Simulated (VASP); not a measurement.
Here is a VASP 6.6.1 calculation.

The input INCAR:

```
PREC = Accurate
ENCUT = 520
EDIFF = 1E-6
ISMEAR = -1
SIGMA = 0.05
LREAL = F
LASPH = T
NELM = 80
ALGO = Normal
ISIF = 2
LWAVE = F
LCHARG = F
GGA = PE
NBANDS = 17
```

Contents of KPOINTS:

```
Automatic mesh
0
Gamma
  15 15 15
```

The input POSCAR:

```
SnSe
1.0
    0.0000000000      2.5856998186      2.5856998186
    2.5856998186      0.0000000000      2.5856998186
    2.5856998186      2.5856998186      0.0000000000
Sn Se
1 1
Direct
    0.0000000000      0.0000000000      0.0000000000
    0.5000000000      0.5000000000      0.5000000000
```

Potentials or basis: VASP PAW PBE potentials, release 64 (Sn_d, Se).

Run with:

```bash
$ cat potpaw_PBE.64/Sn_d/POTCAR potpaw_PBE.64/Se/POTCAR > POTCAR
$ mpirun -np 1 vasp_std > vasp.out
```

**Question.** What does it give for the pressure?

**Answer.** 64.3 GPa.

Caveat: the cell stands under pressure.
